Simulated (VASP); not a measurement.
# GaP (F-43m) in VASP: notebook

Runs on GaP. Level: PBEsol. Tasks: single point.

Program: VASP 6.6.1. These are calculated values, not measurements. Logs are shortened: lines on timing, memory, paths and dates and some standing lists are left out, and cuts for length are marked.

## 1. The cell of the first run

Symmetry: F-43m, No. 216, cubic system. Conventional cell: a = 5.270 Å, b = 5.270 Å, c = 5.270 Å, α = 90.00°, β = 90.00°, γ = 90.00°. Ga (site symmetry -43m) has 4 P at 2.28 Å within 3.0 Å. Within 3.0 Å of P (site symmetry -43m) lie 4 Ga at 2.28 Å.

## 2. Single point, PBEsol (18.30 Å³/atom)

Input file INCAR:

```
SYSTEM = GaP
  ALGO = Normal
  EDIFF = 1E-6
  ENCUT = 500
  GGA = PS
  GGA_COMPAT = .FALSE.
  ISIF = 2
  ISMEAR = 0
  LASPH = .TRUE.
  LCHARG = .FALSE.
  LREAL = .FALSE.
  LWAVE = .FALSE.
  NBANDS = 16
  NELM = 120
  PREC = Accurate
  SIGMA = 0.02
```

Input file KPOINTS:

```
k-points
0
G
  8 8 8
  0 0 0
```

Input file POSCAR:

```
GaP
1.0
    0.0000000000      2.6350708157      2.6350708157
    2.6350708157      0.0000000000      2.6350708157
    2.6350708157      2.6350708157      0.0000000000
Ga P
1 1
Direct
    0.0000000000      0.0000000000      0.0000000000
    0.2500000000      0.2500000000      0.2500000000
```

Potentials or basis: VASP PAW PBE potentials, release 64 (Ga_d, P).

Started as:

```sh
$ cat potpaw_PBE.64/Ga_d/POTCAR potpaw_PBE.64/P/POTCAR > POTCAR
$ mpirun -np 1 vasp_std > vasp.out
```

OUTCAR:

```text
SYSTEM = GaP
   EDIFF = 1E-6
   ENCUT = 500
   GGA = PS
   ISIF = 2
   ISMEAR = 0
   LASPH = .TRUE.
   LREAL = .FALSE.
   NELM = 120
   PREC = Accurate

 ion  position               nearest neighbor table
   1  0.000  0.000  0.000-   2 2.28   2 2.28   2 2.28   2 2.28
   2  0.250  0.250  0.250-   1 2.28   1 2.28   1 2.28   1 2.28

  LATTYP: Found a face centered cubic cell.
 ALAT       =     5.2701416314

  Lattice vectors:

 A1 = (   0.0000000000,   2.6350708157,   2.6350708157)
 A2 = (   2.6350708157,   0.0000000000,   2.6350708157)
 A3 = (   2.6350708157,   2.6350708157,   0.0000000000)

Analysis of symmetry for initial positions (statically):
=====================================================================
 Subroutine PRICEL returns:
 Original cell was already a primitive cell.

 Routine SETGRP: Setting up the symmetry group for a
 face centered cubic supercell.

 Subroutine GETGRP returns: Found 24 space group operations
 (whereof 24 operations were pure point group operations)
 out of a pool of 48 trial point group operations.

The static configuration has the point symmetry T_d .

Analysis of symmetry for dynamics (positions and initial velocities):
=====================================================================
 Subroutine PRICEL returns:
 Original cell was already a primitive cell.

 Routine SETGRP: Setting up the symmetry group for a
 face centered cubic supercell.

 Subroutine GETGRP returns: Found 24 space group operations
 (whereof 24 operations were pure point group operations)
 out of a pool of 48 trial point group operations.

The dynamic configuration has the point symmetry T_d .

 Subroutine INISYM returns: Found 24 space group operations
 (whereof 24 operations are pure point group operations),
 and found     1 'primitive' translations

----------------------------------------------------------------------------------------

                                     Primitive cell

  volume of cell :      36.5937

  direct lattice vectors                    reciprocal lattice vectors
     0.000000000  2.635070816  2.635070816    -0.189748221  0.189748221  0.189748221
     2.635070816  0.000000000  2.635070816     0.189748221 -0.189748221  0.189748221
     2.635070816  2.635070816  0.000000000     0.189748221  0.189748221 -0.189748221

  length of vectors
     3.726552885  3.726552885  3.726552885     0.328653560  0.328653560  0.328653560

  position of ions in fractional coordinates (direct lattice)
     0.000000000  0.000000000  0.000000000
     0.250000000  0.250000000  0.250000000

  ion indices of the primitive-cell ions
   primitive index   ion index
                 1           1
                 2           2

----------------------------------------------------------------------------------------

 KPOINTS: k-points

Automatic generation of k-mesh.
 Grid dimensions read from file:
 generate k-points for:    8    8    8

 Generating k-lattice:

  Cartesian coordinates                     Fractional coordinates (reciprocal lattice)
    -0.023718528  0.023718528  0.023718528     0.125000000  0.000000000  0.000000000
     0.023718528 -0.023718528  0.023718528     0.000000000  0.125000000  0.000000000
     0.023718528  0.023718528 -0.023718528     0.000000000  0.000000000  0.125000000

  Length of vectors
     0.041081695  0.041081695  0.041081695

  Shift w.r.t. Gamma in fractional coordinates (k-lattice)
     0.000000000  0.000000000  0.000000000

 Subroutine IBZKPT returns following result:
 ===========================================

 Found     29 irreducible k-points:

 Following reciprocal coordinates:
            Coordinates               Weight
  0.000000  0.000000  0.000000      1.000000
  0.125000  0.000000  0.000000      8.000000
  0.250000  0.000000  0.000000      8.000000
  0.375000  0.000000  0.000000      8.000000
  0.500000  0.000000  0.000000      4.000000
  0.125000  0.125000  0.000000      6.000000
[... 16 lines left out ...]
  0.500000  0.250000  0.125000     48.000000
 -0.375000  0.250000  0.125000     24.000000
 [... further k-points ...]
   k-points           NKPTS =     29   k-points in BZ     NKDIM =     29   number of bands    NBANDS=     16
   number of dos      NEDOS =    301   number of ions     NIONS =      2
   total plane-waves  NPLWV =  21952
   dimension x,y,z NGX =    28 NGY =   28 NGZ =   28
   dimension x,y,z NGXF=    56 NGYF=   56 NGZF=   56
   ions per type =               1   1
   NGX,Y,Z   is equivalent  to a cutoff of  12.49, 12.49, 12.49 a.u.
   NGXF,Y,Z  is equivalent  to a cutoff of  24.98, 24.98, 24.98 a.u.
 SYSTEM =  GaP
   PREC   = accura    normal or accurate (medium, high low for compatibility)
   ISTART =      0    job   : 0-new  1-cont  2-samecut
   ICHARG =      2    charge: 1-file 2-atom 10-const
   ISPIN  =      1    spin polarized calculation?
   LNONCOLLINEAR =      F non collinear calculations
   LSORBIT =      F    spin-orbit coupling
   LASPH  =      T    aspherical Exc in radial PAW
   ENCUT  =  500.0 eV  36.75 Ry    6.06 a.u.   6.79  6.79  6.79*2*pi/ulx,y,z
   NELM   =    120;   NELMIN=  2; NELMDL= -5     # of ELM steps
   EDIFF  = 0.1E-05   stopping-criterion for ELM
   LREAL  =      F    real-space projection
   EDIFFG = 0.1E-04   stopping-criterion for IOM
   NSW    =      0    number of steps for IOM
   IBRION =     -1    ionic relax: 0-MD 1-quasi-New 2-CG
   NFREE  =      0    steps in history (QN), initial steepest desc. (CG)
   ISIF   =      2    stress and relaxation
   ISYM   =      2    0-nonsym 1-usesym 2-fastsym
   POTIM  = 0.5000    time-step for ionic-motion
   TEBEG  =    0.0;   TEEND  =   0.0 temperature during run
   PSTRESS=    0.0 pullay stress
   NELECT =      18.0000    total number of electrons
   NUPDOWN=      -1.0000    fix difference up-down
   EMIN   =  10.00;   EMAX   =-10.00  energy-range for DOS
   EFERMI =   0.00;   METHOD = LEGACY
   ISMEAR =     0;   SIGMA  =   0.02  broadening in eV -4-tet -1-fermi 0-gaus
   EFERMI_NEDOS =   21; number of points for ismear=-14 and -15
   IALGO  =     38    algorithm
   IMIX   =      4    mixing-type and parameters
     AMIX     =   0.40;   BMIX     =  1.00
     AMIX_MAG =   1.60;   BMIX_MAG =  1.00
  volume/ion in A,a.u.               =      18.30       123.47
  Fermi-wavevector in a.u.,A,eV,Ry     =   1.292300  2.442093 22.722267  1.670040
  Thomas-Fermi vector in A             =   2.424017
   LORBIT       =      0    0 simple, 1 ext, 2 COOP (PROOUT), +10 PAW based schemes
   GGA     = PS    functional components
   LHFCALC =     F    Hartree Fock is set to
   AEXX    =    0.0000 exact exchange contribution
   IVDW    =     0    specifies the selected vdW correction
   LEPSILON=     F    determine dielectric tensor
   LRPA    =     F    only Hartree local field effects (RPA)
 non-spin polarized calculation
 Gauss-broadening in eV      SIGMA  =   0.02
  energy-cutoff  :      500.00
  volume of cell :       36.59
 maximum number of plane-waves:       950
   NGX = 13   NGY = 13   NGZ = 13

 number of electron      17.9999998 magnetization

 Free energy of the ion-electron system (eV)
  ---------------------------------------------------
  ext. energy  EPLUGINS =         0.00000000
  ---------------------------------------------------
  free energy    TOTEN  =        -9.81999922 eV

  energy without entropy =       -9.81999922  energy(sigma->0) =       -9.81999922

 E-fermi :   5.7745     XC(G=0): -10.4857

 val. band max:        5.6599758527   @ k =   0.0000   0.0000   0.0000
 cond. band min:       6.9485588556   @ k =   0.5000   0.5000   0.0000
 fundamental gap:      1.2885830029
 Fermi energy:         5.7744969861

 k-point     1 :       0.0000    0.0000    0.0000
  band No.  band energies     occupation
      1      -9.0994      2.00000
      2      -9.0994      2.00000
      3      -9.0994      2.00000
      4      -8.9635      2.00000
      5      -8.9635      2.00000
      6      -7.6768      2.00000
[... 8 lines left out ...]
     15      15.5690      0.00000
     16      15.5690      0.00000

 k-point     2 :       0.1250    0.0000    0.0000
  band No.  band energies     occupation
      1      -9.1232      2.00000
      2      -9.0929      2.00000
      3      -9.0928      2.00000
      4      -8.9637      2.00000
      5      -8.9637      2.00000
      6      -7.4422      2.00000
[... 8 lines left out ...]
     15      14.8502      0.00000
     16      15.6397      0.00000

 k-point     3 :       0.2500    0.0000    0.0000
  band No.  band energies     occupation
      1      -9.1701      2.00000
      2      -9.0789      2.00000
      3      -9.0789      2.00000
      4      -8.9620      2.00000
      5      -8.9620      2.00000
      6      -6.7815      2.00000
[... 8 lines left out ...]
     15      14.6628      0.00000
     16      15.6565      0.00000

 k-point     4 :       0.3750    0.0000    0.0000
  band No.  band energies     occupation
      1      -9.2086      2.00000
      2      -9.0685      2.00000
      3      -9.0685      2.00000
      4      -8.9566      2.00000
      5      -8.9566      2.00000
      6      -5.8414      2.00000
[... 8 lines left out ...]
     15      16.0169      0.00000
     16      16.0169      0.00000
[... 324 lines left out ...]
 k-point    22 :       0.3750    0.2500    0.1250
  band No.  band energies     occupation
      1      -9.1996      2.00000
      2      -9.0626      2.00000
      3      -9.0568      2.00000
      4      -8.9806      2.00000
      5      -8.9509      2.00000
      6      -6.2245      2.00000
[... 8 lines left out ...]
     15      17.1680      0.00000
     16      18.5969      0.00000

 k-point    23 :       0.5000    0.2500    0.1250
  band No.  band energies     occupation
      1      -9.2201      2.00000
      2      -9.0578      2.00000
      3      -9.0442      2.00000
      4      -8.9775      2.00000
      5      -8.9512      2.00000
      6      -5.3337      2.00000
[... 8 lines left out ...]
     15      17.6540      0.00000
     16      18.8550      0.00000

 k-point    24 :      -0.3750    0.2500    0.1250
  band No.  band energies     occupation
      1      -9.2275      2.00000
      2      -9.0572      2.00000
      3      -9.0398      2.00000
      4      -8.9721      2.00000
      5      -8.9536      2.00000
      6      -4.7607      2.00000
[... 8 lines left out ...]
     15      17.8966      0.00000
     16      18.7060      0.00000

 [... further k-points ...]

------------------------ aborting loop because EDIFF is reached ----------------------------------------

  FORCE on cell =-STRESS in cart. coord.  units (eV):
  Direction    XX          YY          ZZ          XY          YZ          ZX
  --------------------------------------------------------------------------------------
  -------------------------------------------------------------------------------------
  Total        2.2196819      2.2196819      2.2196819      0.0000000      0.0000000      0.0000000
  in kB       97.1839306     97.1839306     97.1839306      0.0000000      0.0000000      0.0000000
  external PRESSURE =      97.1839306 kB  Pullay stress =       0.0000000 kB

 VOLUME and BASIS-vectors are now :
 -----------------------------------------------------------------------------
  energy-cutoff  :      500.00
  volume of cell :       36.59
      direct lattice vectors                 reciprocal lattice vectors
     0.000000000  2.635070816  2.635070816    -0.189748221  0.189748221  0.189748221
     2.635070816  0.000000000  2.635070816     0.189748221 -0.189748221  0.189748221
     2.635070816  2.635070816  0.000000000     0.189748221  0.189748221 -0.189748221

 POSITION                                       TOTAL-FORCE (eV/Angst)
 -----------------------------------------------------------------------------------
      0.00000      0.00000      0.00000         0.000000      0.000000      0.000000
      1.31754      1.31754      1.31754        -0.000000     -0.000000     -0.000000
 -----------------------------------------------------------------------------------
    total drift:                                0.000001      0.000001      0.000001

  FREE ENERGIE OF THE ION-ELECTRON SYSTEM (eV)
  ---------------------------------------------------
  free  energy   TOTEN  =        -9.8199992238 eV

  energy  without entropy=       -9.8199992238  energy(sigma->0) =       -9.81999922
```

Run time: 22 s. Hardware: 1 thread of Intel Xeon Platinum 8259CL at 2.50GHz (Skylake/Cascade Lake), shared host; peak memory 0.16 GiB.

What came out:

```
Free energy            : -9.8200 eV
Pressure               : 9.7 GPa
Band gap on the k mesh : 1.29 eV (least direct gap 2.60 eV)
```

Caveat: the cell stands under pressure; the PAW data sets were made with another functional, which shifts forces and pressure a little. A k mesh can miss the band edges.

(Continued in part 2 of 2.)
